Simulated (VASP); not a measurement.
# GeSbTe3 (R3m) in VASP: single point with PBE

Aim: the single point of GeSbTe3 with PBE.

Program: VASP 6.6.1. These are calculated values, not measurements. Logs are shortened: lines on timing, memory, paths and dates and some standing lists are left out, and cuts for length are marked.

### Step 1. The cell of the first run

The structure is trigonal, space group R3m (No. 160). Conventional cell: a = 4.207 Å, b = 4.207 Å, c = 29.614 Å, α = 90.00°, β = 90.00°, γ = 120.00°. Within 3.8 Å of Ge (site symmetry 3m) lie 6 Te at 2.86 to 3.14 Å. Sb (site symmetry 3m) has 6 Te at 3.04 to 3.12 Å within 4.0 Å. Te (site symmetry 3m) has 3 Sb at 3.12 Å and 3 Ge at 3.14 Å and 9 Te at 4.21 to 4.26 Å within 4.3 Å. Within 4.0 Å of Te (site symmetry 3m) lie 3 Sb at 3.04 Å and 3 Te at 3.55 Å. Te (site symmetry 3m) has 3 Ge at 2.86 Å and 3 Te at 3.55 Å within 3.8 Å.

### Step 2. Single point, PBE

Input file INCAR:

```
SYSTEM = GeSbTe3
ALGO = Normal
EDIFF = 1E-6
ENCUT = 520
GGA = PE
ISIF = 2
ISMEAR = 0
LASPH = .True.
LCHARG = .False.
LREAL = .False.
LWAVE = .False.
NBANDS = 26
NELM = 100
PREC = Accurate
SIGMA = 0.05
```

Input file KPOINTS:

```
k-points
0
Gamma
  12 12 12
  0 0 0
```

Input file POSCAR:

```
GeSbTe3
1.0
    2.1034800500      1.2144447700      9.8714625900
   -2.1034800500      1.2144447700      9.8714625900
    0.0000000000     -2.4288895500      9.8714625900
Ge Sb Te
1 1 3
Direct
    0.5978230000      0.5978230000      0.5978230000
    0.3977000000      0.3977000000      0.3977000000
    0.9983600000      0.9983600000      0.9983600000
    0.7925750000      0.7925750000      0.7925750000
    0.2135430000      0.2135430000      0.2135430000
```

Potentials or basis: VASP PAW PBE potentials, release 64 (Ge_d, Sb, Te).

Command:

```console
cat potpaw_PBE.64/Ge_d/POTCAR potpaw_PBE.64/Sb/POTCAR potpaw_PBE.64/Te/POTCAR > POTCAR
mpirun -np 1 vasp_std > vasp.out
```

OUTCAR:

```text
SYSTEM = GeSbTe3
   EDIFF = 1E-6
   ENCUT = 520
   GGA = PE
   ISIF = 2
   ISMEAR = 0
   LASPH = .True.
   LREAL = .False.
   NELM = 100
   PREC = Accurate

 ion  position               nearest neighbor table
   1  0.598  0.598  0.598-   5 2.86   5 2.86   5 2.86   3 3.14   3 3.14   3 3.14
   2  0.398  0.398  0.398-   4 3.04   4 3.04   4 3.04   3 3.12   3 3.12   3 3.12
   3  0.998  0.998  0.998-   2 3.12   2 3.12   2 3.12   1 3.14   1 3.14   1 3.14
   4  0.793  0.793  0.793-   2 3.04   2 3.04   2 3.04   5 3.55   5 3.55   5 3.55
   5  0.214  0.214  0.214-   1 2.86   1 2.86   1 2.86   4 3.55   4 3.55   4 3.55

  LATTYP: Found a trigonal (rhomboedric) cell.
 ALAT       =    10.1658879635
 COS(alpha) =     0.9143719306

  Lattice vectors:

 A1 = (   2.1034800500,   1.2144447700,   9.8714625900)
 A2 = (  -2.1034800500,   1.2144447700,   9.8714625900)
 A3 = (   0.0000000000,  -2.4288895500,   9.8714625900)

Analysis of symmetry for initial positions (statically):
=====================================================================
 Subroutine PRICEL returns:
 Original cell was already a primitive cell.

 Routine SETGRP: Setting up the symmetry group for a
 trigonal (rhombohedral) supercell.

 Subroutine GETGRP returns: Found  6 space group operations
 (whereof  6 operations were pure point group operations)
 out of a pool of 12 trial point group operations.

The static configuration has the point symmetry C_3v.

Analysis of symmetry for dynamics (positions and initial velocities):
=====================================================================
 Subroutine PRICEL returns:
 Original cell was already a primitive cell.

 Routine SETGRP: Setting up the symmetry group for a
 trigonal (rhombohedral) supercell.

 Subroutine GETGRP returns: Found  6 space group operations
 (whereof  6 operations were pure point group operations)
 out of a pool of 12 trial point group operations.

The dynamic configuration has the point symmetry C_3v.

 Subroutine INISYM returns: Found  6 space group operations
 (whereof  6 operations are pure point group operations),
 and found     1 'primitive' translations

----------------------------------------------------------------------------------------

                                     Primitive cell

  volume of cell :     151.3035

  direct lattice vectors                    reciprocal lattice vectors
     2.103480050  1.214444770  9.871462590     0.237701327  0.137236925  0.033767370
    -2.103480050  1.214444770  9.871462590    -0.237701327  0.137236925  0.033767370
     0.000000000 -2.428889550  9.871462590     0.000000000 -0.274473851  0.033767370

  length of vectors
    10.165887963 10.165887963 10.165887965     0.276543179  0.276543179  0.276543179

  position of ions in fractional coordinates (direct lattice)
     0.597823000  0.597823000  0.597823000
     0.397700000  0.397700000  0.397700000
     0.998360000  0.998360000  0.998360000
     0.792575000  0.792575000  0.792575000
     0.213543000  0.213543000  0.213543000

  ion indices of the primitive-cell ions
   primitive index   ion index
                 1           1
                 2           2
                 3           3
                 4           4
                 5           5

----------------------------------------------------------------------------------------

 KPOINTS: k-points

Automatic generation of k-mesh.
 Grid dimensions read from file:
 generate k-points for:   12   12   12

 Generating k-lattice:

  Cartesian coordinates                     Fractional coordinates (reciprocal lattice)
     0.019808444  0.011436410  0.002813948     0.083333333  0.000000000 -0.000000000
    -0.019808444  0.011436410  0.002813948     0.000000000  0.083333333 -0.000000000
     0.000000000 -0.022872821  0.002813948    -0.000000000 -0.000000000  0.083333333

  Length of vectors
     0.023045265  0.023045265  0.023045265

  Shift w.r.t. Gamma in fractional coordinates (k-lattice)
     0.000000000  0.000000000  0.000000000

 Subroutine IBZKPT returns following result:
 ===========================================

 Found    189 irreducible k-points:

 Following reciprocal coordinates:
            Coordinates               Weight
  0.000000  0.000000  0.000000      1.000000
  0.083333 -0.000000 -0.000000      6.000000
  0.166667  0.000000 -0.000000      6.000000
  0.250000  0.000000  0.000000      6.000000
  0.333333  0.000000  0.000000      6.000000
  0.416667 -0.000000  0.000000      6.000000
[... 16 lines left out ...]
  0.500000  0.166667  0.000000     12.000000
 -0.416667  0.166667 -0.000000     12.000000
 [... further k-points ...]
   k-points           NKPTS =    189   k-points in BZ     NKDIM =    189   number of bands    NBANDS=     26
   number of dos      NEDOS =    301   number of ions     NIONS =      5
   total plane-waves  NPLWV = 512000
   dimension x,y,z NGX =    80 NGY =   80 NGZ =   80
   dimension x,y,z NGXF=   160 NGYF=  160 NGZF=  160
   ions per type =               1   1   3
   NGX,Y,Z   is equivalent  to a cutoff of  13.08, 13.08, 13.08 a.u.
   NGXF,Y,Z  is equivalent  to a cutoff of  26.17, 26.17, 26.17 a.u.
 SYSTEM =  GeSbTe3
   PREC   = accura    normal or accurate (medium, high low for compatibility)
   ISTART =      0    job   : 0-new  1-cont  2-samecut
   ICHARG =      2    charge: 1-file 2-atom 10-const
   ISPIN  =      1    spin polarized calculation?
   LNONCOLLINEAR =      F non collinear calculations
   LSORBIT =      F    spin-orbit coupling
   LASPH  =      T    aspherical Exc in radial PAW
   ENCUT  =  520.0 eV  38.22 Ry    6.18 a.u.  18.90 18.90 18.90*2*pi/ulx,y,z
   NELM   =    100;   NELMIN=  2; NELMDL= -5     # of ELM steps
   EDIFF  = 0.1E-05   stopping-criterion for ELM
   LREAL  =      F    real-space projection
   EDIFFG = 0.1E-04   stopping-criterion for IOM
   NSW    =      0    number of steps for IOM
   IBRION =     -1    ionic relax: 0-MD 1-quasi-New 2-CG
   NFREE  =      0    steps in history (QN), initial steepest desc. (CG)
   ISIF   =      2    stress and relaxation
   ISYM   =      2    0-nonsym 1-usesym 2-fastsym
   POTIM  = 0.5000    time-step for ionic-motion
   TEBEG  =    0.0;   TEEND  =   0.0 temperature during run
   PSTRESS=    0.0 pullay stress
   NELECT =      37.0000    total number of electrons
   NUPDOWN=      -1.0000    fix difference up-down
   EMIN   =  10.00;   EMAX   =-10.00  energy-range for DOS
   EFERMI =   0.00;   METHOD = LEGACY
   ISMEAR =     0;   SIGMA  =   0.05  broadening in eV -4-tet -1-fermi 0-gaus
   EFERMI_NEDOS =   21; number of points for ismear=-14 and -15
   IALGO  =     38    algorithm
   IMIX   =      4    mixing-type and parameters
     AMIX     =   0.40;   BMIX     =  1.00
     AMIX_MAG =   1.60;   BMIX_MAG =  1.00
  volume/ion in A,a.u.               =      30.26       204.21
  Fermi-wavevector in a.u.,A,eV,Ry     =   1.023747  1.934600 14.259680  1.048057
  Thomas-Fermi vector in A             =   2.157497
   LORBIT       =      0    0 simple, 1 ext, 2 COOP (PROOUT), +10 PAW based schemes
   GGA     = PE    functional components
   LHFCALC =     F    Hartree Fock is set to
   AEXX    =    0.0000 exact exchange contribution
   IVDW    =     0    specifies the selected vdW correction
   LEPSILON=     F    determine dielectric tensor
   LRPA    =     F    only Hartree local field effects (RPA)
 non-spin polarized calculation
 Gauss-broadening in eV      SIGMA  =   0.05
  energy-cutoff  :      520.00
  volume of cell :      151.30
 maximum number of plane-waves:      4094
 NGX is ok and might be reduce to    80
   NGX = 37   NGY = 37   NGZ = 37

 number of electron      37.0000003 magnetization

 Free energy of the ion-electron system (eV)
  ---------------------------------------------------
  ext. energy  EPLUGINS =         0.00000000
  ---------------------------------------------------
  free energy    TOTEN  =       -18.39631734 eV

  energy without entropy =      -18.39339926  energy(sigma->0) =      -18.39485830

 E-fermi :   5.9356     XC(G=0):  -9.4623

 val. band max:        5.9328927766   @ k =  -0.2500   0.3333   0.0833
 cond. band min:       5.9380413048   @ k =   0.5000   0.5000   0.2500
 fundamental gap:      0.0051485282
 Fermi energy:         5.9355511819

 k-point     1 :       0.0000    0.0000    0.0000
  band No.  band energies     occupation
      1     -18.6385      2.00000
      2     -18.6385      2.00000
      3     -18.6365      2.00000
      4     -18.6278      2.00000
      5     -18.6278      2.00000
      6      -6.8851      2.00000
[... 18 lines left out ...]
     25       8.7587      0.00000
     26      10.9345      0.00000

 k-point     2 :       0.0833   -0.0000   -0.0000
  band No.  band energies     occupation
      1     -18.6387      2.00000
      2     -18.6385      2.00000
      3     -18.6364      2.00000
      4     -18.6279      2.00000
      5     -18.6277      2.00000
      6      -6.8201      2.00000
[... 18 lines left out ...]
     25       8.8705      0.00000
     26      10.8949      0.00000

 k-point     3 :       0.1667    0.0000   -0.0000
  band No.  band energies     occupation
      1     -18.6393      2.00000
      2     -18.6385      2.00000
      3     -18.6361      2.00000
      4     -18.6279      2.00000
      5     -18.6272      2.00000
      6      -6.6273      2.00000
[... 18 lines left out ...]
     25       9.6675      0.00000
     26      10.4179      0.00000

 k-point     4 :       0.2500    0.0000    0.0000
  band No.  band energies     occupation
      1     -18.6401      2.00000
      2     -18.6385      2.00000
      3     -18.6357      2.00000
      4     -18.6279      2.00000
      5     -18.6265      2.00000
      6      -6.3148      2.00000
[... 18 lines left out ...]
     25      10.0101      0.00000
     26      10.6506      0.00000
[... 496 lines left out ...]
      1     -18.6408      2.00000
      2     -18.6388      2.00000
      3     -18.6351      2.00000
      4     -18.6277      2.00000
      5     -18.6259      2.00000
      6      -5.7127      2.00000
[... 18 lines left out ...]
     25      10.4466      0.00000
     26      10.9964      0.00000

 k-point    23 :       0.5000    0.1667    0.0000
  band No.  band energies     occupation
      1     -18.6412      2.00000
      2     -18.6389      2.00000
      3     -18.6349      2.00000
      4     -18.6276      2.00000
      5     -18.6256      2.00000
      6      -5.2643      2.00000
[... 18 lines left out ...]
     25      10.3564      0.00000
     26      10.8950      0.00000

 k-point    24 :      -0.4167    0.1667   -0.0000
  band No.  band energies     occupation
      1     -18.6413      2.00000
      2     -18.6390      2.00000
      3     -18.6348      2.00000
      4     -18.6275      2.00000
      5     -18.6255      2.00000
      6      -4.9900      2.00000
[... 18 lines left out ...]
     25      10.2588      0.00000
     26      10.5226      0.00000

 [... further k-points ...]
[... 5 lines left out ...]
  --------------------------------------------------------------------------------------
  -------------------------------------------------------------------------------------
  Total       -0.1314393     -0.1314393      0.6691973      0.0000000     -0.0000000      0.0000000
  in kB       -1.3918322     -1.3918322      7.0862393      0.0000000     -0.0000000      0.0000000
  external PRESSURE =       1.4341916 kB  Pullay stress =       0.0000000 kB

 VOLUME and BASIS-vectors are now :
 -----------------------------------------------------------------------------
  energy-cutoff  :      520.00
  volume of cell :      151.30
      direct lattice vectors                 reciprocal lattice vectors
     2.103480050  1.214444770  9.871462590     0.237701327  0.137236925  0.033767370
    -2.103480050  1.214444770  9.871462590    -0.237701327  0.137236925  0.033767370
     0.000000000 -2.428889550  9.871462590     0.000000000 -0.274473851  0.033767370

 POSITION                                       TOTAL-FORCE (eV/Angst)
 -----------------------------------------------------------------------------------
      0.00000     -0.00000     17.70416         0.000000     -0.000000      0.010522
      0.00000     -0.00000     11.77764         0.000000     -0.000000      0.004806
      0.00000     -0.00000     29.56582         0.000000      0.000000     -0.014685
      0.00000     -0.00000     23.47162         0.000000      0.000000     -0.137133
      0.00000     -0.00000      6.32395         0.000000     -0.000000      0.136490
 -----------------------------------------------------------------------------------
    total drift:                               -0.000000      0.000000      0.000343

  FREE ENERGIE OF THE ION-ELECTRON SYSTEM (eV)
  ---------------------------------------------------
  free  energy   TOTEN  =       -18.3963173374 eV

  energy  without entropy=      -18.3933992559  energy(sigma->0) =      -18.39485830
```

Wall time 44 min (1 thread of Intel Xeon Platinum 8488C (Sapphire Rapids), shared host); peak memory 1.4 GiB.

What came out:

* Free energy: -18.3963 eV
* Pressure: 0.1 GPa
* Largest force: 0.137 eV/Å
* Band gap on the k mesh: zero (an odd number of electrons rules out a gap without spin polarisation)

Forces in eV/Å, atoms in the order of the input:
```
Ge   0.000  0.000  0.011
Sb   0.000  0.000  0.005
Te   0.000  0.000 -0.015
Te   0.000  0.000 -0.137
Te   0.000  0.000  0.136
```

Levels at points of the mesh, in eV from the Fermi level:
```tsv
k point	band 15	band 16	band 17	band 18	band 19	band 20	band 21	band 22
(0.00, 0.00, 0.00)	-1.21	-1.21	-0.54	-0.54	0.71	1.13	1.13	1.25
(0.50, 0.00, 0.00)	-2.71	-2.61	-2.20	-0.65	0.17	1.19	1.53	3.16
(0.50, 0.50, 0.00)	-2.04	-1.55	-1.30	-1.25	-0.47	1.28	1.97	2.45
(0.50, 0.50, 0.50)	-1.04	-0.77	-0.77	-0.53	0.36	1.52	1.52	1.56
```

Caveat: spin-orbit coupling is left out, which moves the levels of the heavy elements; an odd number of electrons without spin polarisation forces a metal; a magnetic or distorted state may lie lower.
